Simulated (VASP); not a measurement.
# BN (F-43m) in VASP: further runs

The runs below take BN through relaxation of cell and atoms, with PBE.

All numbers are computed with VASP 6.6.1; they aren't measurements. Logs are shortened: lines on timing, memory, paths and dates and some standing lists are left out, and cuts for length are marked.

**1. The cell of the first run**

Symmetry: F-43m, No. 216, cubic system. The conventional cell has a = 3.490 Å, b = 3.490 Å, c = 3.490 Å, α = 90.00°, β = 90.00°, γ = 90.00°. Within 2.0 Å of B (site symmetry -43m) lie 4 N at 1.51 Å. N (site symmetry -43m) has 4 B at 1.51 Å within 2.0 Å.

**2. Relaxation of cell and atoms, PBE, target pressure 51.9 GPa, at which the enthalpy is minimised**

File INCAR:

```
ALGO = Normal ; EDIFF = 1E-7
EDIFFG = -0.05 ; ENCUT = 600
GGA = PE ; GGA_COMPAT = False
IBRION = 2 ; ISIF = 3
ISMEAR = 0 ; LASPH = True
LCHARG = False ; LREAL = False
LWAVE = False ; NELM = 120
NELMIN = 4 ; NSW = 80
PREC = Accurate ; PSTRESS = 519.0
SIGMA = 0.1
```

File KPOINTS:

```
k-points
0
Gamma
  10 10 10
```

File POSCAR:

```
BN
1.0
    0.0000000000      1.7450556645      1.7450556645
    1.7450556645      0.0000000000      1.7450556645
    1.7450556645      1.7450556645      0.0000000000
B N
1 1
Direct
    0.0000000000      0.0000000000      0.0000000000
    0.2500000000      0.2500000000      0.2500000000
```

Potentials or basis: VASP PAW PBE potentials, release 64 (B, N).

Run with:

```
cat potpaw_PBE.64/B/POTCAR potpaw_PBE.64/N/POTCAR > POTCAR
mpirun -np 1 vasp_std > vasp.out
```

OUTCAR:

```text
EDIFF = 1E-7
   EDIFFG = -0.05
   ENCUT = 600
   GGA = PE
   IBRION = 2
   ISIF = 3
   ISMEAR = 0
   LASPH = True
   LREAL = False
   NELM = 120
   NELMIN = 4
   NSW = 80
   PREC = Accurate
   PSTRESS = 519.0

 ion  position               nearest neighbor table
   1  0.000  0.000  0.000-   2 1.51   2 1.51   2 1.51   2 1.51
   2  0.250  0.250  0.250-   1 1.51   1 1.51   1 1.51   1 1.51

  LATTYP: Found a face centered cubic cell.
 ALAT       =     3.4901113290

  Lattice vectors:

 A1 = (   0.0000000000,   1.7450556645,   1.7450556645)
 A2 = (   1.7450556645,   0.0000000000,   1.7450556645)
 A3 = (   1.7450556645,   1.7450556645,   0.0000000000)

Analysis of symmetry for initial positions (statically):
=====================================================================
 Subroutine PRICEL returns:
 Original cell was already a primitive cell.

 Routine SETGRP: Setting up the symmetry group for a
 face centered cubic supercell.

 Subroutine GETGRP returns: Found 24 space group operations
 (whereof 24 operations were pure point group operations)
 out of a pool of 48 trial point group operations.

The static configuration has the point symmetry T_d .

Analysis of symmetry for dynamics (positions and initial velocities):
=====================================================================
 Subroutine PRICEL returns:
 Original cell was already a primitive cell.

 Routine SETGRP: Setting up the symmetry group for a
 face centered cubic supercell.

 Subroutine GETGRP returns: Found 24 space group operations
 (whereof 24 operations were pure point group operations)
 out of a pool of 48 trial point group operations.

The dynamic configuration has the point symmetry T_d .

 Subroutine INISYM returns: Found 24 space group operations
 (whereof 24 operations are pure point group operations),
 and found     1 'primitive' translations

----------------------------------------------------------------------------------------

                                     Primitive cell

  volume of cell :      10.6282

  direct lattice vectors                    reciprocal lattice vectors
     0.000000000  1.745055664  1.745055664    -0.286523811  0.286523811  0.286523811
     1.745055664  0.000000000  1.745055664     0.286523811 -0.286523811  0.286523811
     1.745055664  1.745055664  0.000000000     0.286523811  0.286523811 -0.286523811

  length of vectors
     2.467881388  2.467881388  2.467881388     0.496273799  0.496273799  0.496273799

  position of ions in fractional coordinates (direct lattice)
     0.000000000  0.000000000  0.000000000
     0.250000000  0.250000000  0.250000000

  ion indices of the primitive-cell ions
   primitive index   ion index
                 1           1
                 2           2

----------------------------------------------------------------------------------------

 KPOINTS: k-points

Automatic generation of k-mesh.
 Grid dimensions read from file:
 generate k-points for:   10   10   10

 Generating k-lattice:

  Cartesian coordinates                     Fractional coordinates (reciprocal lattice)
    -0.028652381  0.028652381  0.028652381     0.100000000  0.000000000  0.000000000
     0.028652381 -0.028652381  0.028652381     0.000000000  0.100000000  0.000000000
     0.028652381  0.028652381 -0.028652381     0.000000000  0.000000000  0.100000000

  Length of vectors
     0.049627380  0.049627380  0.049627380

  Shift w.r.t. Gamma in fractional coordinates (k-lattice)
     0.000000000  0.000000000  0.000000000

 Subroutine IBZKPT returns following result:
 ===========================================

 Found     47 irreducible k-points:

 Following reciprocal coordinates:
            Coordinates               Weight
  0.000000  0.000000  0.000000      1.000000
  0.100000  0.000000  0.000000      8.000000
  0.200000  0.000000  0.000000      8.000000
  0.300000  0.000000  0.000000      8.000000
  0.400000  0.000000  0.000000      8.000000
  0.500000  0.000000  0.000000      4.000000
[... 16 lines left out ...]
  0.300000  0.300000  0.000000      6.000000
  0.400000  0.300000  0.000000     24.000000
 [... further k-points ...]
   k-points           NKPTS =     47   k-points in BZ     NKDIM =     47   number of bands    NBANDS=      8
   number of dos      NEDOS =    301   number of ions     NIONS =      2
   total plane-waves  NPLWV =   8000
   dimension x,y,z NGX =    20 NGY =   20 NGZ =   20
   dimension x,y,z NGXF=    40 NGYF=   40 NGZF=   40
   ions per type =               1   1
   NGX,Y,Z   is equivalent  to a cutoff of  13.47, 13.47, 13.47 a.u.
   NGXF,Y,Z  is equivalent  to a cutoff of  26.95, 26.95, 26.95 a.u.
 SYSTEM =  unknown system
   PREC   = accura    normal or accurate (medium, high low for compatibility)
   ISTART =      0    job   : 0-new  1-cont  2-samecut
   ICHARG =      2    charge: 1-file 2-atom 10-const
   ISPIN  =      1    spin polarized calculation?
   LNONCOLLINEAR =      F non collinear calculations
   LSORBIT =      F    spin-orbit coupling
   LASPH  =      T    aspherical Exc in radial PAW
   ENCUT  =  600.0 eV  44.10 Ry    6.64 a.u.   4.93  4.93  4.93*2*pi/ulx,y,z
   NELM   =    120;   NELMIN=  4; NELMDL= -5     # of ELM steps
   EDIFF  = 0.1E-06   stopping-criterion for ELM
   LREAL  =      F    real-space projection
   EDIFFG = -.5E-01   stopping-criterion for IOM
   NSW    =     80    number of steps for IOM
   IBRION =      2    ionic relax: 0-MD 1-quasi-New 2-CG
   NFREE  =      1    steps in history (QN), initial steepest desc. (CG)
   ISIF   =      3    stress and relaxation
   ISYM   =      2    0-nonsym 1-usesym 2-fastsym
   POTIM  = 0.5000    time-step for ionic-motion
   TEBEG  =    0.0;   TEEND  =   0.0 temperature during run
   PSTRESS=  519.0 pullay stress
   NELECT =       8.0000    total number of electrons
   NUPDOWN=      -1.0000    fix difference up-down
   EMIN   =  10.00;   EMAX   =-10.00  energy-range for DOS
   EFERMI =   0.00;   METHOD = LEGACY
   ISMEAR =     0;   SIGMA  =   0.10  broadening in eV -4-tet -1-fermi 0-gaus
   EFERMI_NEDOS =   21; number of points for ismear=-14 and -15
   IALGO  =     38    algorithm
   IMIX   =      4    mixing-type and parameters
     AMIX     =   0.40;   BMIX     =  1.00
     AMIX_MAG =   1.60;   BMIX_MAG =  1.00
  volume/ion in A,a.u.               =       5.31        35.86
  Fermi-wavevector in a.u.,A,eV,Ry     =   1.489197  2.814175 30.173753  2.217708
  Thomas-Fermi vector in A             =   2.602136
   LORBIT       =      0    0 simple, 1 ext, 2 COOP (PROOUT), +10 PAW based schemes
   GGA     = PE    functional components
   LHFCALC =     F    Hartree Fock is set to
   AEXX    =    0.0000 exact exchange contribution
   IVDW    =     0    specifies the selected vdW correction
   LEPSILON=     F    determine dielectric tensor
   LRPA    =     F    only Hartree local field effects (RPA)
 conjugate gradient relaxation of ions
 non-spin polarized calculation
 Gauss-broadening in eV      SIGMA  =   0.10
  energy-cutoff  :      600.00
  volume of cell :       10.63
 maximum number of plane-waves:       368
   NGX =  9   NGY =  9   NGZ =  9

 number of electron       8.0000001 magnetization

 Free energy of the ion-electron system (eV)
  ---------------------------------------------------
  ext. energy  EPLUGINS =         0.00000000
  ---------------------------------------------------
  free energy    TOTEN  =       -17.25983905 eV

  energy without entropy =      -17.25983905  energy(sigma->0) =      -17.25983905

 E-fermi :   9.1772     XC(G=0): -13.3507

 val. band max:        8.7592195127   @ k =   0.0000   0.0000   0.0000
 cond. band min:      13.3227613579   @ k =   0.5000   0.5000   0.0000
 fundamental gap:      4.5635418451
 Fermi energy:         9.1771753586

 k-point     1 :       0.0000    0.0000    0.0000
  band No.  band energies     occupation
      1     -12.7227      2.00000
      2       8.7592      2.00000
      3       8.7592      2.00000
      4       8.7592      2.00000
      5      18.0825      0.00000
      6      18.0825      0.00000
      7      18.0825      0.00000
      8      20.8796      0.00000

 k-point     2 :       0.1000    0.0000    0.0000
  band No.  band energies     occupation
      1     -12.4585      2.00000
      2       7.3926      2.00000
      3       8.4738      2.00000
      4       8.4738      2.00000
      5      18.5141      0.00000
      6      18.5141      0.00000
      7      18.5425      0.00000
      8      21.5816      0.00000

 k-point     3 :       0.2000    0.0000    0.0000
  band No.  band energies     occupation
      1     -11.6786      2.00000
      2       4.4611      2.00000
      3       7.8375      2.00000
      4       7.8375      2.00000
      5      19.2177      0.00000
      6      19.3909      0.00000
      7      19.3909      0.00000
      8      23.0947      0.00000

 k-point     4 :       0.3000    0.0000    0.0000
  band No.  band energies     occupation
      1     -10.4347      2.00000
      2       1.2506      2.00000
      3       7.1995      2.00000
      4       7.1995      2.00000
      5      19.7906      0.00000
      6      19.9734      0.00000
      7      19.9734      0.00000
      8      24.3049      0.00000

 k-point     5 :       0.4000    0.0000    0.0000
  band No.  band energies     occupation
      1      -8.9171      2.00000
      2      -1.5649      2.00000
      3       6.7630      2.00000
      4       6.7630      2.00000
      5      20.0755      0.00000
      6      20.0755      0.00000
      7      20.1866      0.00000
      8      24.9184      0.00000

 k-point     6 :       0.5000    0.0000    0.0000
  band No.  band energies     occupation
      1      -7.9871      2.00000
      2      -2.9432      2.00000
      3       6.6107      2.00000
      4       6.6107      2.00000
      5      20.0444      0.00000
      6      20.0444      0.00000
      7      20.3254      0.00000
      8      25.1011      0.00000

 k-point     7 :       0.1000    0.1000    0.0000
  band No.  band energies     occupation
      1     -12.3707      2.00000
      2       7.8994      2.00000
      3       7.8994      2.00000
      4       7.9218      2.00000
      5      17.6394      0.00000
      6      19.2486      0.00000
      7      19.2486      0.00000
      8      21.6591      0.00000
[... 133 lines left out ...]
 k-point    20 :      -0.4000    0.2000    0.0000
  band No.  band energies     occupation
      1      -7.4238      2.00000
      2      -1.8650      2.00000
      3       3.4644      2.00000
      4       5.6727      2.00000
      5      18.1854      0.00000
      6      22.4300      0.00000
      7      23.0261      0.00000
      8      25.9542      0.00000

 k-point    21 :      -0.3000    0.2000    0.0000
  band No.  band energies     occupation
      1      -8.6278      2.00000
      2      -0.0826      2.00000
      3       3.3245      2.00000
      4       6.4483      2.00000
      5      19.1214      0.00000
      6      21.5851      0.00000
      7      22.4753      0.00000
      8      25.0897      0.00000

 k-point    22 :      -0.2000    0.2000    0.0000
  band No.  band energies     occupation
      1     -10.0237      2.00000
      2       2.1323      2.00000
      3       4.0580      2.00000
      4       7.3222      2.00000
      5      20.0811      0.00000
      6      20.4552      0.00000
      7      21.2829      0.00000
      8      23.9830      0.00000

 k-point    23 :       0.3000    0.3000    0.0000
  band No.  band energies     occupation
      1      -9.6904      2.00000
      2       3.2916      2.00000
      3       4.6734      2.00000
      4       4.6734      2.00000
      5      15.2314      0.00000
      6      20.2469      0.00000
      7      24.7207      0.00000
      8      24.7207      0.00000

 k-point    24 :       0.4000    0.3000    0.0000
  band No.  band energies     occupation
      1      -8.5677      2.00000
      2       1.5481      2.00000
      3       3.7680      2.00000
      4       4.2241      2.00000
      5      15.1537      0.00000
      6      20.0593      0.00000
      7      25.6540      0.00000
      8      25.6661      0.00000

 [... further k-points ...]

------------------------ aborting loop because EDIFF is reached ----------------------------------------

  FORCE on cell =-STRESS in cart. coord.  units (eV):
  Direction    XX          YY          ZZ          XY          YZ          ZX
  --------------------------------------------------------------------------------------
  -------------------------------------------------------------------------------------
  Total        3.4625904      3.4625904      3.4625904      0.0000000      0.0000000      0.0000000
  in kB      521.9799813    521.9799813    521.9799813      0.0000000      0.0000000      0.0000000
  external PRESSURE =       2.9799813 kB  Pullay stress =     519.0000000 kB

 VOLUME and BASIS-vectors are now :
 -----------------------------------------------------------------------------
  energy-cutoff  :      600.00
  volume of cell :       10.63
      direct lattice vectors                 reciprocal lattice vectors
     0.000000000  1.745055664  1.745055664    -0.286523811  0.286523811  0.286523811
     1.745055664  0.000000000  1.745055664     0.286523811 -0.286523811  0.286523811
     1.745055664  1.745055664  0.000000000     0.286523811  0.286523811 -0.286523811

 POSITION                                       TOTAL-FORCE (eV/Angst)
 -----------------------------------------------------------------------------------
      0.00000      0.00000      0.00000        -0.000000     -0.000000     -0.000000
      0.87253      0.87253      0.87253         0.000000      0.000000      0.000000
 -----------------------------------------------------------------------------------
    total drift:                                0.000000      0.000000      0.000000

  FREE ENERGIE OF THE ION-ELECTRON SYSTEM (eV)
  ---------------------------------------------------
  free  energy   TOTEN  =       -17.2598390505 eV

  energy  without entropy=      -17.2598390505  energy(sigma->0) =      -17.25983905

  enthalpy is  TOTEN    =       -13.8170166059 eV   P V=        3.4428224446

 reached required accuracy - stopping structural energy minimisation
```

Run time: 2.5 s. Hardware: 1 thread of Intel Xeon 6975P-C (Granite Rapids), shared host; peak memory 0.12 GiB.

What came out:

* Free energy: -17.2598 eV
* Pressure after relaxing: 52.2 GPa
* Band gap on the k mesh: 4.56 eV (least direct gap 9.32 eV)

Final structure:
```cif
data_structure
_symmetry_space_group_name_H-M 'P 1'
_symmetry_Int_Tables_number 1
_cell_length_a 2.4679
_cell_length_b 2.4679
_cell_length_c 2.4679
_cell_angle_alpha 60.000
_cell_angle_beta 60.000
_cell_angle_gamma 60.000
_cell_volume 10.63
loop_
_atom_site_label
_atom_site_type_symbol
_atom_site_fract_x
_atom_site_fract_y
_atom_site_fract_z
_atom_site_occupancy
B1 B 0.00000 0.00000 0.00000 1
N1 N 0.25000 0.25000 0.25000 1
```

Levels at points of the mesh, in eV from the valence-band top:
| k point | band 2 | band 3 | band 4 | band 5 | band 6 | band 7 |
| --- | --- | --- | --- | --- | --- | --- |
| (0.00, 0.00, 0.00) | 0.00 | 0.00 | 0.00 | 9.32 | 9.32 | 9.32 |
| (0.50, 0.00, 0.00) | -11.70 | -2.15 | -2.15 | 11.29 | 11.29 | 11.57 |
| (0.50, 0.50, 0.00) | -9.64 | -5.45 | -5.45 | 4.56 | 9.82 | 19.60 |

Caveat: the relaxation stopped at its first step, so nothing moved; the cell is relaxed towards a set pressure, so the run minimises the enthalpy, not the energy. A k mesh can miss the band edges.

(Continued in part 2 of 2.)
